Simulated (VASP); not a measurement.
**BN: relaxation of cell and atoms with revPBE+D4**

BN:

```
N B
1.0
     2.55394    0.00000    0.00000
    -1.27697    2.21178    0.00000
     0.00000    0.00000    4.22685
N B
2 2
Cartesian
  0.0000 1.4745 0.5295
  1.2770 0.7373 2.6430
  0.0000 1.4745 2.1123
  1.2770 0.7373 4.2257
```

```json
{
 "Program": "VASP 6.6.1",
 "Task": "relaxation of cell and atoms",
 "Functional": "revPBE",
 "Dispersion": "D4",
 "Potentials or basis": "VASP PAW PBE potentials, release 64 (N, B)",
 "Cutoff": "600 eV",
 "k mesh": "12 × 12 × 6",
 "Occupations": "fermi-dirac, width 0.05 eV",
 "Spin": "no spin polarisation",
 "Dipole correction": "no",
 "Further INCAR settings": "ALGO = Normal; EDIFF = 1e-06; IBRION = 2; EDIFFG = -0.01; NSW = 60; ISIF = 3"
}
```

```json
{"Relaxed volume": "5.82 Å³/atom", "Relaxed cell": "a = 2.534 Å, b = 2.534 Å, c = 4.190 Å, α = 90.00°, β = 90.00°, γ = 120.00°", "Space group after relaxing (to 0.05 Å)": "P6_3mc (No. 186)", "Energy gained by relaxing": "4.3 meV/atom", "Ionic steps": "6", "Pressure after relaxing": "0.0 GPa", "Band gap on the k mesh": "5.20 eV, indirect (least direct gap 8.39 eV)", "Dispersion energy per atom": "-0.558 eV"}
```

Step by step:
```csv
step,energy change (eV),largest force (eV/Å),pressure (GPa),volume (Å³)
1,0.0000,0.0074,-9.33,23.88
2,0.0026,0.0438,10.93,22.70
3,-0.0174,0.0174,-0.04,23.30
4,-0.0174,0.0179,0.16,23.28
5,-0.0174,0.0207,-0.14,23.30
6,-0.0174,0.0003,0.02,23.29
```

Final structure:
```xyz
4
Lattice="2.5335 0.0000 0.0000 -1.2668 2.1941 0.0000 0.0000 0.0000 4.1902" Properties=species:S:1:pos:R:3 pbc="T T T"
N     0.0000    1.4627    0.5251
N     1.2668    0.7314    2.6202
B     0.0000    1.4627    2.0937
B     1.2668    0.7314    4.1889
```

Levels at points of the mesh, in eV from the valence-band top:
```csv
k point,band 6,band 7,band 8,band 9,band 10,band 11
"(0.00, 0.00, 0.00)",-0.29,0.00,0.00,8.47,8.47,8.74
"(0.50, 0.00, 0.00)",-5.06,-4.49,-2.14,6.78,8.04,10.71
"(0.00, 0.00, 0.50)",-1.20,-1.20,-1.20,9.65,9.65,10.04
"(0.50, 0.00, 0.50)",-3.83,-3.63,-3.63,6.67,6.67,10.16
```

Wall time 90 s on 1 thread of Intel(R) Xeon(R) Platinum 8488C (Sapphire Rapids), with other jobs on the host, peak memory 0.14 GiB.

Caveat: the PAW data sets were made with another functional, which shifts forces and pressure a little. A k mesh can miss the band edges.
